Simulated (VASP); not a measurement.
# Ti3N5 in VASP: further runs

Ti3N5 is run at these levels: PBE; tasks: single point.

Program: VASP 6.6.1. These are calculated values, not measurements. Logs are shortened: lines on timing, memory, paths and dates and some standing lists are left out, and cuts for length are marked.

## 1. The cell of the first run

The cell holds a slab with vacuum, 8 atoms: a = 3.003 Å, b = 3.003 Å, c = 24.123 Å, α = 90.00°, β = 90.00°, γ = 120.00°.

## 2. Single point, PBE, collinear spin

Contents of INCAR:

```
SYSTEM = Ti3N5
PREC = Accurate
ENCUT = 520
EDIFF = 1E-6
ISMEAR = 0
SIGMA = 0.1
LREAL = .FALSE.
LASPH = .TRUE.
NELM = 150
ALGO = Normal
ISIF = 2
LWAVE = .FALSE.
LCHARG = .TRUE.
ISPIN = 2
MAGMOM = 0 0 0 0 3 0 0 0
LORBIT = 11
LMAXMIX = 4
LDIPOL = .TRUE.
IDIPOL = 3
DIPOL = 0.5 0.5 0.353
GGA = PE
LELF = .TRUE.
LVHAR = .TRUE.
LVACPOTAV = .TRUE.
NBANDS = 44
```

Contents of KPOINTS:

```
regular mesh
0
G
  9 9 1
  0 0 0
```

Contents of POSCAR:

```
Ti3N5
1.0
    3.0028555063      0.0000000000      0.0000000000
   -1.5014277532      2.6005491524      0.0000000000
    0.0000000000      0.0000000000     24.1233847547
N Ti
5 3
Direct
    0.3333333333      0.6666666667      0.1658142106
    0.0000000000      0.0000000000      0.2674509120
    0.6666666667      0.3333333333      0.3654788005
    0.3333333333      0.6666666667      0.4611038156
    1.1111111111     -0.1111111111      0.5974860038
    0.6666666667      0.3333333333      0.2166325614
    0.3333333333      0.6666666667      0.3190139885
    0.0000000000      0.0000000000      0.4290633808
```

Potentials or basis: VASP PAW PBE potentials, release 64 (N, Ti_sv).

The run is started by

```console
cat potpaw_PBE.64/N/POTCAR potpaw_PBE.64/Ti_sv/POTCAR > POTCAR
mpirun -np 1 vasp_std > vasp.out
```

OUTCAR:

```text
SYSTEM = Ti3N5
   PREC = Accurate
   ENCUT = 520
   EDIFF = 1E-6
   ISMEAR = 0
   LREAL = .FALSE.
   LASPH = .TRUE.
   NELM = 150
   ISIF = 2
   ISPIN = 2
   LORBIT = 11
   GGA = PE

 ion  position               nearest neighbor table
   1  0.333  0.667  0.166-   6 2.12   6 2.12   6 2.12
   2  0.000  0.000  0.267-   6 2.12   6 2.12   6 2.12   7 2.13   7 2.13   7 2.13
   3  0.667  0.333  0.365-   7 2.06   7 2.06   7 2.06   8 2.31   8 2.31   8 2.31
   4  0.333  0.667  0.461-   8 1.90   8 1.90   8 1.90
   5  0.111  0.889  0.597-
   6  0.667  0.333  0.217-   2 2.12   2 2.12   2 2.12   1 2.12   1 2.12   1 2.12
   7  0.333  0.667  0.319-   3 2.06   3 2.06   3 2.06   2 2.13   2 2.13   2 2.13
   8  0.000  0.000  0.429-   4 1.90   4 1.90   4 1.90   3 2.31   3 2.31   3 2.31

  LATTYP: Found a hexagonal cell.
 ALAT       =     3.0028555063
 C/A-ratio  =     8.0334816990

  Lattice vectors:

 A1 = (   3.0028555063,   0.0000000000,   0.0000000000)
 A2 = (  -1.5014277532,   2.6005491524,   0.0000000000)
 A3 = (   0.0000000000,   0.0000000000,  24.1233847547)

Analysis of symmetry for initial positions (statically):
=====================================================================
 Subroutine PRICEL returns:
 Original cell was already a primitive cell.

 Routine SETGRP: Setting up the symmetry group for a
 hexagonal supercell.

 Subroutine GETGRP returns: Found  2 space group operations
 (whereof  2 operations were pure point group operations)
 out of a pool of 24 trial point group operations.

The static configuration has the point symmetry C_1h.

Analysis of symmetry for dynamics (positions and initial velocities):
=====================================================================
 Subroutine PRICEL returns:
 Original cell was already a primitive cell.

 Routine SETGRP: Setting up the symmetry group for a
 hexagonal supercell.

 Subroutine GETGRP returns: Found  2 space group operations
 (whereof  2 operations were pure point group operations)
 out of a pool of 24 trial point group operations.

The dynamic configuration has the point symmetry C_1h.

Analysis of structural, dynamic, and magnetic symmetry:
=====================================================================
 Subroutine PRICEL returns:
 Original cell was already a primitive cell.

 Routine SETGRP: Setting up the symmetry group for a
 hexagonal supercell.

 Subroutine GETGRP returns: Found  2 space group operations
 (whereof  2 operations were pure point group operations)
 out of a pool of 24 trial point group operations.

The overall configuration has the point symmetry C_1h.

 Subroutine INISYM returns: Found  2 space group operations
 (whereof  2 operations are pure point group operations),
 and found     1 'primitive' translations

----------------------------------------------------------------------------------------

                                     Primitive cell

  volume of cell :     188.3813

  direct lattice vectors                    reciprocal lattice vectors
     3.002855506  0.000000000  0.000000000     0.333016357  0.192267083  0.000000000
    -1.501427753  2.600549152  0.000000000     0.000000000  0.384534166  0.000000000
     0.000000000  0.000000000 24.123384755     0.000000000  0.000000000  0.041453553

  length of vectors
     3.002855506  3.002855506 24.123384755     0.384534166  0.384534166  0.041453553

  position of ions in fractional coordinates (direct lattice)
     0.333333333  0.666666667  0.165814211
     0.000000000  0.000000000  0.267450912
     0.666666667  0.333333333  0.365478800
     0.333333333  0.666666667  0.461103816
     0.111111111  0.888888889  0.597486004
     0.666666667  0.333333333  0.216632561
     0.333333333  0.666666667  0.319013988
     0.000000000  0.000000000  0.429063381

  ion indices of the primitive-cell ions
   primitive index   ion index
                 1           1
                 2           2
                 3           3
                 4           4
                 5           5
                 6           6
                 7           7
                 8           8

----------------------------------------------------------------------------------------

[... 60 lines left out ...]
   ISTART =      0    job   : 0-new  1-cont  2-samecut
   ICHARG =      2    charge: 1-file 2-atom 10-const
   ISPIN  =      2    spin polarized calculation?
   LNONCOLLINEAR =      F non collinear calculations
   LSORBIT =      F    spin-orbit coupling
   LASPH  =      T    aspherical Exc in radial PAW
   ENCUT  =  520.0 eV  38.22 Ry    6.18 a.u.   5.58  5.58 44.85*2*pi/ulx,y,z
   NELM   =    150;   NELMIN=  2; NELMDL= -5     # of ELM steps
   EDIFF  = 0.1E-05   stopping-criterion for ELM
   LREAL  =      F    real-space projection
   EDIFFG = 0.1E-04   stopping-criterion for IOM
   NSW    =      0    number of steps for IOM
   IBRION =     -1    ionic relax: 0-MD 1-quasi-New 2-CG
   NFREE  =      0    steps in history (QN), initial steepest desc. (CG)
   ISIF   =      2    stress and relaxation
   ISYM   =      2    0-nonsym 1-usesym 2-fastsym
   POTIM  = 0.5000    time-step for ionic-motion
   TEBEG  =    0.0;   TEEND  =   0.0 temperature during run
   PSTRESS=    0.0 pullay stress
   NELECT =      61.0000    total number of electrons
   NUPDOWN=      -1.0000    fix difference up-down
   EMIN   =  10.00;   EMAX   =-10.00  energy-range for DOS
   EFERMI =   0.00;   METHOD = LEGACY
   ISMEAR =     0;   SIGMA  =   0.10  broadening in eV -4-tet -1-fermi 0-gaus
   EFERMI_NEDOS =   21; number of points for ismear=-14 and -15
   IALGO  =     38    algorithm
   IMIX   =      4    mixing-type and parameters
     AMIX     =   0.40;   BMIX     =  1.00
     AMIX_MAG =   1.60;   BMIX_MAG =  1.00
  volume/ion in A,a.u.               =      23.55       158.91
  Fermi-wavevector in a.u.,A,eV,Ry     =   1.124188  2.124407 17.195018  1.263798
  Thomas-Fermi vector in A             =   2.260858
   LORBIT       =     11    0 simple, 1 ext, 2 COOP (PROOUT), +10 PAW based schemes
   GGA     = PE    functional components
   LHFCALC =     F    Hartree Fock is set to
   AEXX    =    0.0000 exact exchange contribution
   IVDW    =     0    specifies the selected vdW correction
   LEPSILON=     F    determine dielectric tensor
   LRPA    =     F    only Hartree local field effects (RPA)
 spin polarized calculation
 Gauss-broadening in eV      SIGMA  =   0.10
  energy-cutoff  :      520.00
  volume of cell :      188.38
 maximum number of plane-waves:      5137
   NGX = 11   NGY = 11   NGZ = 89

 dipolmoment           0.000000      0.000000      0.074292 electrons x Angstroem

 number of electron      61.0000012 magnetization       2.9968172

 dipolmoment           0.000000      0.000000     -0.054935 electrons x Angstroem

 Free energy of the ion-electron system (eV)
  ---------------------------------------------------
  ext. energy  EPLUGINS =         0.00000000
  ---------------------------------------------------
  free energy    TOTEN  =       -67.43049636 eV

  energy without entropy =      -67.42073014  energy(sigma->0) =      -67.42561325

 E-fermi :  -1.0067     XC(G=0):  -5.9454

 val. band max:       -1.0687009341   @ k =  -0.1111   0.1111   0.0000
 cond. band min:      -0.9831323924   @ k =  -0.4444   0.4444   0.0000
 fundamental gap:      0.0855685417
 Fermi energy:        -1.0067382268

 spin component 1

 k-point     1 :       0.0000    0.0000    0.0000
  band No.  band energies     occupation
      1     -58.9754      1.00000
      2     -57.9750      1.00000
      3     -57.6548      1.00000
      4     -35.3195      1.00000
      5     -35.0097      1.00000
      6     -35.0096      1.00000
[... 1069 lines left out ...]
     41       2.3851      0.00000
     42       2.9116      0.00000

 [... further k-points ...]

 spin component 2

 k-point     1 :       0.0000    0.0000    0.0000
  band No.  band energies     occupation
      1     -58.9762      1.00000
      2     -57.9721      1.00000
      3     -57.6544      1.00000
      4     -35.3206      1.00000
      5     -35.0103      1.00000
      6     -35.0102      1.00000
[... 1069 lines left out ...]
     41       2.3860      0.00000
     42       2.9140      0.00000

 [... further k-points ...]

 [bands above 42 left out]

------------------------ aborting loop because EDIFF is reached ----------------------------------------

  FORCE on cell =-STRESS in cart. coord.  units (eV):
  Direction    XX          YY          ZZ          XY          YZ          ZX
  --------------------------------------------------------------------------------------
  -------------------------------------------------------------------------------------
  Total        1.7471575      1.7435141     -3.5279733     -0.0031553      0.0031068     -0.0053811
  in kB       14.8595241     14.8285366    -30.0053106     -0.0268360      0.0264234     -0.0457665
  external PRESSURE =      -0.1057499 kB  Pullay stress =       0.0000000 kB

 VOLUME and BASIS-vectors are now :
 -----------------------------------------------------------------------------
  energy-cutoff  :      520.00
  volume of cell :      188.38
      direct lattice vectors                 reciprocal lattice vectors
     3.002855506  0.000000000  0.000000000     0.333016357  0.192267083  0.000000000
    -1.501427753  2.600549152  0.000000000     0.000000000  0.384534166  0.000000000
     0.000000000  0.000000000 24.123384755     0.000000000  0.000000000  0.041453553

 POSITION                                       TOTAL-FORCE (eV/Angst)
 -----------------------------------------------------------------------------------
     -0.00000      1.73370      4.00000         0.000031     -0.000018      4.378191
      0.00000      0.00000      6.45182         0.000054     -0.000031      1.284399
      1.50143      0.86685      8.81659         0.000242     -0.000140      0.062913
     -0.00000      1.73370     11.12338         0.000960     -0.000554      0.045686
     -1.00095      2.31160     14.41338        -0.001435      0.000829      0.003201
      1.50143      0.86685      5.22591        -0.000007      0.000004     -5.730528
     -0.00000      1.73370      7.69570        -0.000174      0.000100     -0.023069
      0.00000      0.00000     10.35046         0.000330     -0.000190     -0.020792
 -----------------------------------------------------------------------------------
    total drift:                                0.000012     -0.000007      0.000703

  FREE ENERGIE OF THE ION-ELECTRON SYSTEM (eV)
  ---------------------------------------------------
  free  energy   TOTEN  =       -67.4304963569 eV

  energy  without entropy=      -67.4207301357  energy(sigma->0) =      -67.42561325

 vacuum level on the upper side and lower side of the slab         5.728         7.001

 total charge

# of ion       s       p       d       tot
------------------------------------------
    1        1.311   2.200   0.000   3.510
    2        1.253   2.497   0.000   3.750
    3        1.251   2.478   0.000   3.729
    4        1.297   2.457   0.000   3.753
    5        1.362   1.925   0.000   3.287
    6        2.193   6.225   1.894  10.312
    7        2.199   6.255   1.896  10.350
    8        2.231   6.263   1.979  10.473
--------------------------------------------------
tot         13.096  30.299   5.769  49.165

 magnetization (x)

# of ion       s       p       d       tot
------------------------------------------
    1       -0.000  -0.001   0.000  -0.001
    2       -0.000  -0.000   0.000  -0.000
    3        0.000   0.000   0.000   0.000
    4        0.001   0.003   0.000   0.004
    5        0.047   1.921   0.000   1.968
    6       -0.000  -0.000   0.000   0.000
    7       -0.000   0.000  -0.001  -0.001
    8        0.000   0.000   0.003   0.003
--------------------------------------------------
tot          0.048   1.923   0.003   1.974
```

Wall time 31 min (1 thread of Intel Xeon 8259CL, shared host); peak memory 0.58 GiB.

Results:

* Free energy: -67.4305 eV
* Largest force: 5.731 eV/Å
* Band gap on the k mesh: zero (filled and empty bands overlap)
* Net moment: 3.00 μB per cell
* Site moments: N -0.00, +0.00, +1.97 (each value once); Ti +0.00, -0.00 (each value once) μB
* Valence electrons inside the program's atomic spheres: N 3.51, 3.75, 3.73, 3.29 (each value once); Ti 10.31, 10.35, 10.47

Forces in eV/Å, atoms in the order of the input:
```
N    0.000  0.000  4.378
N    0.000  0.000  1.284
N    0.000  0.000  0.063
N    0.001 -0.001  0.046
N   -0.001  0.001  0.003
Ti   0.000  0.000 -5.731
Ti   0.000  0.000 -0.023
Ti   0.000  0.000 -0.021
```

## 3. Single point, PBE, collinear spin

Contents of INCAR:

```
SYSTEM = Ti3N5
ALGO = Normal
DIPOL = 0.5 0.5 0.347
EDIFF = 1E-6
ENCUT = 520
GGA = PE
IDIPOL = 3
ISIF = 2
ISMEAR = 0
ISPIN = 2
LASPH = .True.
LCHARG = .False.
LDIPOL = .True.
LMAXMIX = 4
LORBIT = 11
LREAL = .False.
LWAVE = .False.
MAGMOM = 0 0 0 0 3 0 0 0
NBANDS = 44
NELM = 150
PREC = Accurate
SIGMA = 0.1
```

Contents of KPOINTS:

```
k-points
0
Gamma
  9 9 1
  0 0 0
```

Edit POSCAR of step 2 so:

```diff
@@ -12,3 +12,3 @@
     0.3333333333      0.6666666667      0.4611038156
-    1.1111111111     -0.1111111111      0.5974860038
+    1.1111111111     -0.1111111111      0.5477417406
     0.6666666667      0.3333333333      0.2166325614
```

Potentials or basis: VASP PAW PBE potentials, release 64 (N, Ti_sv).

The run is started by

```console
cat potpaw_PBE.64/N/POTCAR potpaw_PBE.64/Ti_sv/POTCAR > POTCAR
mpirun -np 1 vasp_std > vasp.out
```

It took 18 min on 1 thread of Intel Xeon Platinum 8488C (Sapphire Rapids), shared host; peak memory 0.57 GiB.

The run converged. Its results:

| Quantity | Value |
| --- | --- |
| Free energy | -67.3135 eV |
| Largest force | 5.709 eV/Å |
| Net moment | 2.92 μB per cell |
| Site moments | N -0.02, +0.00, +0.01, +0.03, +1.88; Ti +0.01, -0.01, +0.09 μB |
| Valence electrons inside the program's atomic spheres | N 3.51, 3.75, 3.73, 3.29 (each value once); Ti 10.31, 10.35, 10.47 |

Forces on the atoms (eV/Å):
```
N    0.000  0.000  4.366
N    0.001 -0.001  1.258
N    0.017 -0.010  0.203
N    0.070 -0.041 -0.116
N   -0.081  0.047  0.302
Ti   0.000  0.000 -5.709
Ti  -0.011  0.006 -0.012
Ti   0.002 -0.001 -0.293
```

Levels at points of the mesh, in eV from the Fermi level:
Spin up:
```csv
k point,band 29,band 30,band 31,band 32,band 33,band 34,band 35,band 36
"(0.00, 0.00, 0.00)",-0.42,-0.36,0.07,0.08,0.35,0.35,1.15,1.67
```
Spin down:
```csv
k point,band 25,band 26,band 27,band 28,band 29,band 30,band 31,band 32,band 33,band 34
"(0.00, 0.00, 0.00)",-2.18,-2.18,-0.79,0.06,0.06,0.34,0.34,1.08,1.70,1.73
```

(Continued in part 2 of 2.)

The gap in the log of VASP goes by the Fermi energy; the results here count the filled bands.